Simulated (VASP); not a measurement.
Al12HC, 14 atoms in the cell. The cell holds a slab with vacuum, 14 atoms: a = 5.728 Å, b = 5.728 Å, c = 17.677 Å, α = 90.00°, β = 90.00°, γ = 60.00°. 

* Program: VASP 6.6.1
* Task: single point
* Functional: PBE
* Potentials or basis: VASP PAW PBE potentials, release 64 (Al, C, H)
* Cutoff: 520 eV
* k mesh: 3 × 3 × 1
* Occupations: fermi-dirac, width 0.15 eV
* Spin: no spin polarisation
* Dipole correction: no
* Further INCAR settings: ALGO = Normal; EDIFF = 1e-06; NBANDS = 34

Potentials or basis: VASP PAW PBE potentials, release 64 (Al, C, H).

Command:

```bash
$ cat potpaw_PBE.64/Al/POTCAR potpaw_PBE.64/C/POTCAR potpaw_PBE.64/H/POTCAR > POTCAR
$ mpirun -np 1 vasp_std > vasp.out
```

Hardware: 1 thread of AMD EPYC 9R14 (Zen 4), on a shared host.

Problem. Estimate the wall time of this run.

Solution. Run time: 3 min on 1 thread of AMD EPYC 9R14 (Zen 4), on a shared host, peak memory 0.64 GiB. Counts: scf iterations 22, k points 5.
